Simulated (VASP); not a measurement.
# Si2Ge in VASP: a series of runs, part 2 of 2

VASP 6.6.1. Earlier steps stand in the parts before.

### 5 Single point, PBE

This run uses another cell than the first one: it holds 12 atoms, not 6.

File INCAR:

```
  PREC = Accurate
  ENCUT = 520
  EDIFF = 1E-7
  ISMEAR = 0
  SIGMA = 0.1
  LREAL = False
  LASPH = True
  NELM = 100
  ALGO = Normal
  ISIF = 2
  LWAVE = False
  LCHARG = False
  GGA = PE
  NBANDS = 56
```

File KPOINTS:

```
Automatic mesh
0
Gamma
  4 2 2
```

File POSCAR:

```
Si2Ge
1.0
    3.9300151171      0.0000000000      0.0000000000
    0.0000000000      6.8069858573      0.0000000000
    0.0000000000      0.0000000000      9.6184463289
Si Ge
8 4
Direct
    0.0000000000      0.3333333333      0.5398500170
    0.5000000000      0.8333333333      0.5398500170
    0.5000000000      0.1666666667      0.2141958409
    0.0000000000      0.6666666667      0.2141958409
    0.0000000000      0.3333333333      0.7858041591
    0.5000000000      0.8333333333      0.7858041591
    0.5000000000      0.1666666667      0.4601499830
    0.0000000000      0.6666666667      0.4601499830
    0.5000000000      0.5000000000      0.8707140617
    0.0000000000      1.0000000000      0.8707140617
    0.0000000000      0.0000000000      0.1292859383
    0.5000000000      0.5000000000      0.1292859383
```

Potentials or basis: VASP PAW PBE potentials, release 64 (Si, Ge_d).

Launch:

```bash
> cat potpaw_PBE.64/Si/POTCAR potpaw_PBE.64/Ge_d/POTCAR > POTCAR
> mpirun -np 1 vasp_std > vasp.out
```

OUTCAR:

```text
PREC = Accurate
   ENCUT = 520
   EDIFF = 1E-7
   ISMEAR = 0
   LREAL = False
   LASPH = True
   NELM = 100
   ISIF = 2
   GGA = PE

 ion  position               nearest neighbor table
   1  0.000  0.333  0.540-   5 2.37   7 2.39   7 2.39   8 2.39
   2  0.500  0.833  0.540-   6 2.37   8 2.39   8 2.39   7 2.39
   3  0.500  0.167  0.214-   7 2.37  12 2.41  11 2.41  11 2.41
   4  0.000  0.667  0.214-   8 2.37  11 2.41  12 2.41  12 2.41
   5  0.000  0.333  0.786-   1 2.37  10 2.41   9 2.41   9 2.41
   6  0.500  0.833  0.786-   2 2.37   9 2.41  10 2.41  10 2.41
   7  0.500  0.167  0.460-   3 2.37   1 2.39   1 2.39   2 2.39
   8  0.000  0.667  0.460-   4 2.37   2 2.39   2 2.39   1 2.39
   9  0.500  0.500  0.871-   6 2.41   5 2.41   5 2.41  12 2.49
  10  0.000  0.000  0.871-   5 2.41   6 2.41   6 2.41  11 2.49
  11  0.000  0.000  0.129-   4 2.41   3 2.41   3 2.41  10 2.49
  12  0.500  0.500  0.129-   3 2.41   4 2.41   4 2.41   9 2.49

  LATTYP: Found a simple orthorhombic cell.
 ALAT       =     3.9300151171
 B/A-ratio  =     1.7320508076
 C/A-ratio  =     2.4474323997

  Lattice vectors:

 A1 = (   3.9300151171,   0.0000000000,   0.0000000000)
 A2 = (   0.0000000000,   6.8069858573,   0.0000000000)
 A3 = (   0.0000000000,   0.0000000000,   9.6184463289)

Analysis of symmetry for initial positions (statically):
=====================================================================
 Subroutine PRICEL returns following result:

  LATTYP: Found a hexagonal cell.
 ALAT       =     3.9300151171
 C/A-ratio  =     2.4474323997

  Lattice vectors:

 A1 = (  -3.9300151171,  -0.0000000000,   0.0000000000)
 A2 = (   1.9650075585,  -3.4034929286,   0.0000000000)
 A3 = (   0.0000000000,   0.0000000000,   9.6184463289)

   2 primitive cells build up your supercell.

[... 153 lines left out ...]
   LHFCALC =     F    Hartree Fock is set to
   AEXX    =    0.0000 exact exchange contribution
   IVDW    =     0    specifies the selected vdW correction
   LEPSILON=     F    determine dielectric tensor
   LRPA    =     F    only Hartree local field effects (RPA)
 non-spin polarized calculation
 Gauss-broadening in eV      SIGMA  =   0.10
  energy-cutoff  :      520.00
  volume of cell :      257.31
 maximum number of plane-waves:      6988
 NGX is ok and might be reduce to    30

 number of electron      88.0000008 magnetization

 Free energy of the ion-electron system (eV)
  ---------------------------------------------------
  ext. energy  EPLUGINS =         0.00000000
  ---------------------------------------------------
  free energy    TOTEN  =       -60.99215328 eV

  energy without entropy =      -60.99215324  energy(sigma->0) =      -60.99215326

 E-fermi :   5.6518     XC(G=0):  -9.4849

 val. band max:        5.2965275918   @ k =   0.0000   0.0000   0.0000
 cond. band min:       6.0165540524   @ k =   0.0000   0.0000   0.0000
 fundamental gap:      0.7200264607
 Fermi energy:         5.6517773607

 k-point     1 :       0.0000    0.0000    0.0000
  band No.  band energies     occupation
      1     -19.1076      2.00000
      2     -19.1032      2.00000
      3     -19.0307      2.00000
      4     -19.0260      2.00000
      5     -19.0241      2.00000
      6     -19.0236      2.00000
[... 697 lines left out ...]
     55       8.7046      0.00000
     56       8.7071      0.00000

------------------------ aborting loop because EDIFF is reached ----------------------------------------

  FORCE on cell =-STRESS in cart. coord.  units (eV):
  Direction    XX          YY          ZZ          XY          YZ          ZX
  --------------------------------------------------------------------------------------
  -------------------------------------------------------------------------------------
  Total        1.1175529     -1.2529668     -0.5457185      0.0000000     -0.1469643      0.0000000
  in kB        6.9586452     -7.8018243     -3.3980148      0.0000000     -0.9150997      0.0000000
  external PRESSURE =      -1.4137313 kB  Pullay stress =       0.0000000 kB

 VOLUME and BASIS-vectors are now :
 -----------------------------------------------------------------------------
  energy-cutoff  :      520.00
  volume of cell :      257.31
      direct lattice vectors                 reciprocal lattice vectors
     3.930015117  0.000000000  0.000000000     0.254451947  0.000000000  0.000000000
     0.000000000  6.806985857  0.000000000     0.000000000  0.146907900  0.000000000
     0.000000000  0.000000000  9.618446329     0.000000000  0.000000000  0.103966895

 POSITION                                       TOTAL-FORCE (eV/Angst)
 -----------------------------------------------------------------------------------
      0.00000      2.26900      5.19252         0.000000      0.022504      0.014414
      1.96501      5.67249      5.19252         0.000000      0.022504      0.014414
      1.96501      1.13450      2.06023        -0.000000      0.038309      0.018554
      0.00000      4.53799      2.06023        -0.000000      0.038309      0.018554
      0.00000      2.26900      7.55822         0.000000     -0.038309     -0.018554
      1.96501      5.67249      7.55822         0.000000     -0.038309     -0.018554
      1.96501      1.13450      4.42593        -0.000000     -0.022504     -0.014414
      0.00000      4.53799      4.42593        -0.000000     -0.022504     -0.014414
      1.96501      3.40349      8.37492         0.000000      0.035053     -0.007334
      0.00000      0.00000      8.37492         0.000000      0.035053     -0.007334
      0.00000      0.00000      1.24353         0.000000     -0.035053      0.007334
      1.96501      3.40349      1.24353         0.000000     -0.035053      0.007334
 -----------------------------------------------------------------------------------
    total drift:                                0.000000      0.000000      0.000000

  FREE ENERGIE OF THE ION-ELECTRON SYSTEM (eV)
  ---------------------------------------------------
  free  energy   TOTEN  =       -60.9921532806 eV

  energy  without entropy=      -60.9921532399  energy(sigma->0) =      -60.99215326
```

OSZICAR:

```text
N       E                     dE             d eps       ncg     rms          rms(c)
DAV:   1     0.873735241451E+03    0.87374E+03   -0.38588E+04  1768   0.284E+03
DAV:   2     0.106102024449E+03   -0.76763E+03   -0.73365E+03  1344   0.870E+02
DAV:   3    -0.502540087423E+02   -0.15636E+03   -0.15172E+03  1512   0.201E+02
DAV:   4    -0.614954779401E+02   -0.11241E+02   -0.11134E+02  1632   0.616E+01
DAV:   5    -0.618207249897E+02   -0.32525E+00   -0.32467E+00  1680   0.110E+01    0.104E+01
DAV:   6    -0.612458239278E+02    0.57490E+00   -0.43579E-01  1648   0.308E+00    0.622E+00
DAV:   7    -0.609816732241E+02    0.26415E+00   -0.64404E-01  1624   0.289E+00    0.436E-01
DAV:   8    -0.609883202479E+02   -0.66470E-02   -0.55096E-02  1624   0.162E+00    0.302E-01
DAV:   9    -0.609914880815E+02   -0.31678E-02   -0.77049E-03  1592   0.293E-01    0.148E-01
DAV:  10    -0.609917908436E+02   -0.30276E-03   -0.34394E-04  1624   0.116E-01    0.794E-02
DAV:  11    -0.609921460226E+02   -0.35518E-03   -0.50636E-04  1512   0.697E-02    0.124E-02
DAV:  12    -0.609921494610E+02   -0.34384E-05   -0.12378E-05  1672   0.175E-02    0.728E-03
DAV:  13    -0.609921526550E+02   -0.31941E-05   -0.42711E-06  1328   0.669E-03    0.281E-03
DAV:  14    -0.609921532179E+02   -0.56285E-06   -0.36855E-07  1456   0.307E-03    0.786E-04
DAV:  15    -0.609921532806E+02   -0.62757E-07   -0.47172E-08  1008   0.114E-03
   1 F= -.60992153E+02 E0= -.60992153E+02  d E =-.407111E-07
```

Run time: 92 s. Hardware: 1 thread of AMD EPYC 9R45 (Zen 5), shared host; peak memory 0.37 GiB.

What came out:

```
Free energy            : -60.9922 eV
Pressure               : -0.1 GPa
Largest force          : 0.043 eV/Å
Band gap on the k mesh : 0.72 eV
```

Forces on the atoms (eV/Å):
```
Si   0.000  0.023  0.014
Si   0.000  0.023  0.014
Si   0.000  0.038  0.019
Si   0.000  0.038  0.019
Si   0.000 -0.038 -0.019
Si   0.000 -0.038 -0.019
Si   0.000 -0.023 -0.014
Si   0.000 -0.023 -0.014
Ge   0.000  0.035 -0.007
Ge   0.000  0.035 -0.007
Ge   0.000 -0.035  0.007
Ge   0.000 -0.035  0.007
```

Caveat: the k points lie up to 0.46 Å⁻¹ apart.

### 6 Single point, PBE

This run uses another cell than the first one: it holds 12 atoms, not 6.

File INCAR:

```
PREC = Accurate
ENCUT = 520
EDIFF = 1E-6
ISMEAR = 0
SIGMA = 0.1
LREAL = F
LASPH = T
NELM = 100
ALGO = Normal
ISIF = 2
LWAVE = F
LCHARG = F
GGA = PE
NBANDS = 56
```

KPOINTS is that of step 5.

File POSCAR:

```
Si2Ge
1.0
    3.9531784574     -0.0001541797     -0.0015198646
    0.0004165563      6.7675364082     -0.0161265579
   -0.0038714317     -0.0226584849      9.6092476167
Si Ge
8 4
Direct
    0.0000007864      0.3331442210      0.5396713556
    0.5000511529      0.8331291724      0.5396946741
    0.5000251204      0.1668379965      0.2144955477
    0.0000240093      0.6668579519      0.2144798440
   -0.0000036485      0.3331582184      0.7855030331
    0.4999751657      0.8331402107      0.7855233957
    0.4999299022      0.1668595644      0.4603262229
   -0.0000241513      0.6668781583      0.4603090890
    0.5000903717      0.4994797152      0.8706568636
    0.0000591608      0.9995015480      0.8706405033
   -0.0000604659      0.0005188379      0.1293402325
    0.4999325961      0.5004944054      0.1293592384
```

Potentials or basis: VASP PAW PBE potentials, release 64 (Si, Ge_d).

Launch:

```bash
> cat potpaw_PBE.64/Si/POTCAR potpaw_PBE.64/Ge_d/POTCAR > POTCAR
> mpirun -np 1 vasp_std > vasp.out
```

OUTCAR:

```text
PREC = Accurate
   ENCUT = 520
   EDIFF = 1E-6
   ISMEAR = 0
   LREAL = F
   LASPH = T
   NELM = 100
   ISIF = 2
   GGA = PE

 ion  position               nearest neighbor table
   1  0.000  0.333  0.540-   5 2.36   8 2.39   7 2.40   7 2.40
   2  0.500  0.833  0.540-   6 2.36   7 2.39   8 2.40   8 2.40
   3  0.500  0.167  0.214-   7 2.36  12 2.41  11 2.42  11 2.42
   4  0.000  0.667  0.214-   8 2.36  11 2.41  12 2.42  12 2.42
   5  1.000  0.333  0.786-   1 2.36  10 2.41   9 2.42   9 2.42
[... 928 lines left out ...]

 VOLUME and BASIS-vectors are now :
 -----------------------------------------------------------------------------
  energy-cutoff  :      520.00
  volume of cell :      257.08
      direct lattice vectors                 reciprocal lattice vectors
     3.953178457 -0.000154180 -0.001519865     0.252961045 -0.000015328  0.000101878
     0.000416556  6.767536408 -0.016126558     0.000005897  0.147765089  0.000348431
    -0.003871432 -0.022658485  9.609247617     0.000040020  0.000247982  0.104067021

 POSITION                                       TOTAL-FORCE (eV/Angst)
 -----------------------------------------------------------------------------------
     -0.00195      2.24234      5.18046         0.000093     -0.002313      0.016129
      1.97505      5.62593      5.17186        -0.000485     -0.002276      0.015387
      1.97593      1.12414      2.05769        -0.000622      0.001763     -0.018996
     -0.00046      4.50813      2.05024        -0.000753      0.001548     -0.019037
      3.95026      2.23671      7.54120         0.000656     -0.001724      0.018914
      1.97380      5.62043      7.53409         0.000573     -0.001482      0.018802
      1.97460      1.11872      4.41994         0.000358      0.002329     -0.016010
      3.95158      4.50254      4.41095         0.000222      0.002170     -0.015473
      1.97378      3.36044      8.35754        -0.000781      0.002365     -0.019440
     -0.00272      6.74444      8.35008        -0.000336      0.001956     -0.019329
      3.95244      0.00043      1.24133         0.000424     -0.002570      0.019667
      1.97603      3.38411      1.23421         0.000652     -0.001765      0.019385
 -----------------------------------------------------------------------------------
    total drift:                               -0.000016      0.000014     -0.000065

  FREE ENERGIE OF THE ION-ELECTRON SYSTEM (eV)
  ---------------------------------------------------
  free  energy   TOTEN  =       -60.9993428923 eV

  energy  without entropy=      -60.9993416621  energy(sigma->0) =      -60.99934228
```

Wall time 82 s (1 thread of AMD EPYC 9R45 (Zen 5), shared host); peak memory 0.35 GiB.

What came out:

```
Free energy            : -60.9993 eV
Pressure               : -0.1 GPa
Largest force          : 0.020 eV/Å
Band gap on the k mesh : 0.59 eV
```

Forces on the atoms (eV/Å):
```
Si   0.000 -0.002  0.016
Si   0.000 -0.002  0.015
Si  -0.001  0.002 -0.019
Si  -0.001  0.002 -0.019
Si   0.001 -0.002  0.019
Si   0.001 -0.001  0.019
Si   0.000  0.002 -0.016
Si   0.000  0.002 -0.015
Ge  -0.001  0.002 -0.019
Ge   0.000  0.002 -0.019
Ge   0.000 -0.003  0.020
Ge   0.001 -0.002  0.019
```

Caveat: the k points lie up to 0.46 Å⁻¹ apart.

### 7 Single point, PBE

This run uses another cell than the first one, of 21.44 Å³/atom.

File INCAR:

```
SYSTEM = Si2Ge
PREC = Accurate
ENCUT = 520
EDIFF = 1E-6
ISMEAR = 0
SIGMA = 0.02
LREAL = .FALSE.
LASPH = .TRUE.
NELM = 60
ALGO = Normal
ISIF = 2
LWAVE = .FALSE.
LCHARG = .FALSE.
GGA = PE
NBANDS = 31
```

File KPOINTS:

```
regular mesh
0
G
  12 12 4
  0 0 0
```

File POSCAR:

```
Si2Ge
1.0
    3.9300151171      0.0000000000      0.0000000000
   -1.9650075586      3.4034929287      0.0000000000
    0.0000000000      0.0000000000      9.6184463289
Si Ge
4 2
Direct
    0.3333333333      0.6666666667      0.5398500170
    0.6666666667      0.3333333333      0.2141958409
    0.3333333333      0.6666666667      0.7858041591
    0.6666666667      0.3333333333      0.4601499830
    0.0000000000      0.0000000000      0.8707140617
    0.0000000000      0.0000000000      0.1292859383
```

Launch:

```bash
> cat potpaw_PBE.64/Si/POTCAR potpaw_PBE.64/Ge_d/POTCAR > POTCAR
> mpirun -np 1 vasp_std > vasp.out
```

Wall time 2.1 min (1 thread of AMD EPYC 9R45 (Zen 5), shared host); peak memory 0.35 GiB.

The run converged. Its results:

| Property | Result |
| --- | --- |
| Free energy | -30.6434 eV |
| Pressure | -0.1 GPa |
| Largest force | 0.006 eV/Å |
| Band gap on the k mesh | 0.61 eV (least direct gap 1.15 eV) |

Forces in eV/Å, atoms in the order of the input:
```
Si   0.000  0.000 -0.003
Si   0.000  0.000 -0.005
Si   0.000  0.000  0.005
Si   0.000  0.000  0.003
Ge   0.000  0.000 -0.006
Ge   0.000  0.000  0.006
```

Levels at points of the mesh, in eV from the valence-band top:
| k point | band 19 | band 20 | band 21 | band 22 | band 23 | band 24 | band 25 | band 26 |
| --- | --- | --- | --- | --- | --- | --- | --- | --- |
| (0.00, 0.00, 0.00) | -0.94 | -0.05 | 0.00 | 0.00 | 1.15 | 1.25 | 1.91 | 2.47 |
| (0.50, 0.00, 0.00) | -2.90 | -2.71 | -1.84 | -1.79 | 0.73 | 0.74 | 1.89 | 2.01 |
| (0.00, 0.00, 0.50) | -0.55 | -0.55 | -0.39 | -0.39 | 0.96 | 1.79 | 1.84 | 2.92 |
| (0.50, 0.00, 0.50) | -2.70 | -2.49 | -1.26 | -1.26 | 0.91 | 0.94 | 1.24 | 2.66 |

### 8 Summary

| task | cell | k mesh | cutoff (eV) | smearing | gap on the mesh (eV) | pressure (GPa) | largest force (eV/Å) |
| --- | --- | --- | --- | --- | --- | --- | --- |
| single point | a = 3.605, b = 3.605, c = 8.829 Å, angles 90.0, 90.0, 120.0°, 6 atoms, atomic positions A | 6 × 6 × 2 | 520 | gaussian 0.1 eV | 0.19 | 35.6 | 0.91 |
| single point | a = 3.933, b = 3.933, c = 9.599 Å, angles 90.0, 90.0, 120.0°, 6 atoms, atomic positions B | 6 × 6 × 2 | 520 | gaussian 0.1 eV | 0.72 | -0.1 | - |
| relaxation of cell and atoms | relaxed from a = 3.605, b = 3.605, c = 8.829 Å, angles 90.0, 90.0, 120.0°, 6 atoms, atomic positions A | 6 × 6 × 2 | 600 | gaussian 0.1 eV | 0.72 | 0.0 | 0.03 |
| single point | a = 3.930, b = 6.807, c = 9.618 Å, 12 atoms, atomic positions C | 4 × 2 × 2 | 520 | gaussian 0.1 eV | 0.72 | -0.1 | 0.04 |
| single point | a = 3.953, b = 6.768, c = 9.609 Å, angles 90.3, 90.0, 90.0°, 12 atoms, atomic positions D | 4 × 2 × 2 | 520 | gaussian 0.1 eV | 0.59 | -0.1 | 0.02 |
| single point | a = 3.930, b = 3.930, c = 9.618 Å, angles 90.0, 90.0, 120.0°, 6 atoms, atomic positions E | 12 × 12 × 4 | 520 | gaussian 0.02 eV | 0.61 | -0.1 | 0.01 |

Alike in all rows: level PBE; potentials or basis VASP PAW PBE potentials, release 64 (Si, Ge_d); no spin polarisation.

Caveats: some runs use coarse meshes; the cell stands under pressure (at least some runs); the volume moved by over 15 % at a fixed basis, so the end points are rough (at least some runs).

Total energies depend on the potentials used, so only differences within one code and one set of settings carry meaning.
